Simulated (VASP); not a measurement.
Wanted: the native input for a VASP 6.6.1 run.

* Task: single point
* Functional: LDA
* Potentials or basis: VASP PAW LDA potentials, release 64 (K_sv, Ta_pv, O)
* Cutoff: 520 eV
* k mesh: 5 × 5 × 5
* Occupations: fermi-dirac, width 0.01 eV
* Spin: no spin polarisation
* Dipole correction: no
* Further INCAR settings: ALGO = Normal; EDIFF = 1e-06; NBANDS = 27

The structure of KTaO3 lies in POSCAR:

```
KTaO3
1.0
    3.9883000000      0.0000000000      0.0000000000
    0.0000000000      3.9883000000      0.0000000000
    0.0000000000      0.0000000000      3.9883000000
K Ta O
1 1 3
Direct
    0.5000000000      0.5000000000      0.5000000000
    0.0000000000      0.0000000000      0.0000000000
    0.5000000000      0.0000000000      0.0000000000
    0.0000000000      0.5000000000      0.0000000000
    0.0000000000      0.0000000000      0.5000000000
```

One way to write it, as run:

INCAR

```
SYSTEM = KTaO3
PREC = Accurate
ENCUT = 520
EDIFF = 1E-6
ISMEAR = -1
SIGMA = 0.01
LREAL = .False.
LASPH = .True.
NELM = 60
ALGO = Normal
ISIF = 2
LWAVE = .False.
LCHARG = .False.
GGA = CA
NBANDS = 27
```

KPOINTS

```
Automatic mesh
0
Gamma
  5 5 5
  0 0 0
```

Potentials or basis: VASP PAW LDA potentials, release 64 (K_sv, Ta_pv, O).

Command:

```sh
$ cat potpaw_LDA.64/K_sv/POTCAR potpaw_LDA.64/Ta_pv/POTCAR potpaw_LDA.64/O/POTCAR > POTCAR
$ mpirun -np 1 vasp_std > vasp.out
```

Results of the run:

```json
{
  "Pressure": "-4.4 GPa",
  "Band gap on the k mesh": "2.13 eV, indirect (least direct gap 2.64 eV)"
}
```

Caveat: spin-orbit coupling is left out, which moves the levels of the heavy elements.

Wall time 9.9 s on 1 thread of Intel(R) Xeon(R) Platinum 8559C (Emerald Rapids) (shared host), peak memory 0.15 GiB.
